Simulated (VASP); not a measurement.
# NaF: single point with PBEsol

Crystal: NaF.

```
Na F
1.0
     3.23663    0.00000    0.00000
     1.61832    2.80301    0.00000
     1.61832    0.93434    2.64270
Na F
1 1
Direct
  0.00000 0.00000 0.00000
  0.50000 0.50000 0.50000
```

- Program: VASP 6.6.1
- Task: single point
- Functional: PBEsol
- Potentials or basis: VASP PAW PBE potentials, release 64 (Na_pv, F)
- Cutoff: 520 eV
- k mesh: 10 × 10 × 10
- Occupations: gaussian, width 0.05 eV
- Spin: no spin polarisation
- Dipole correction: no
- Further INCAR settings: ALGO = Normal; EDIFF = 1e-07; NBANDS = 14

The pressure is 1.8 GPa. The band gap on the k mesh is 6.36 eV.

Levels at points of the mesh, in eV from the valence-band top:
```tsv
k point	band 4	band 5	band 6	band 7	band 8	band 9	band 10	band 11
(0.00, 0.00, 0.00)	-18.66	0.00	0.00	0.00	6.36	19.10	19.10	19.10
(0.50, 0.00, 0.00)	-17.91	-1.70	-0.28	-0.28	10.83	12.65	20.38	20.38
(0.50, 0.50, 0.00)	-18.72	-1.36	-0.43	-0.43	13.21	13.28	13.89	20.12
```

Wall time 16 s on 1 thread of Intel Xeon 8259CL (shared host), peak memory 0.14 GiB.

Caveat: the PAW data sets were made with another functional, which shifts forces and pressure a little. A k mesh can miss the band edges.
